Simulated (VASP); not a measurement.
A run of VASP 6.6.1 is set up as follows.

The input INCAR:

```
SYSTEM = Sn
  PREC = Accurate
  ENCUT = 520
  EDIFF = 1E-6
  ISMEAR = 0
  SIGMA = 0.1
  LREAL = .FALSE.
  LASPH = .TRUE.
  NELM = 100
  ALGO = Normal
  ISIF = 2
  LWAVE = .FALSE.
  LCHARG = .FALSE.
  GGA = PE
  NBANDS = 13
```

Contents of KPOINTS:

```
regular mesh
0
G
  16 16 16
  0 0 0
```

The input POSCAR:

```
Sn
1.0
    0.0000000000      2.5142398515      2.5150408217
    2.2089427029      0.0000000000      2.5150408217
    2.2089427029      2.5142398515      0.0000000000
Sn
1
Direct
    0.5000000000      0.5000000000      0.5000000000
```

Potentials or basis: VASP PAW PBE potentials, release 64 (Sn_d).

Run with:

```bash
$ cat potpaw_PBE.64/Sn_d/POTCAR > POTCAR
$ mpirun -np 1 vasp_std > vasp.out
```

Q: What does it give for the band gap on the k mesh?

A: Zero (band 7 reaches 15.16 eV, above the bottom of band 8 at 5.63 eV).

Q: What does it give for the pressure?

A: -0.1 GPa.

Caveat: spin-orbit coupling is left out, which moves the levels of the heavy elements.
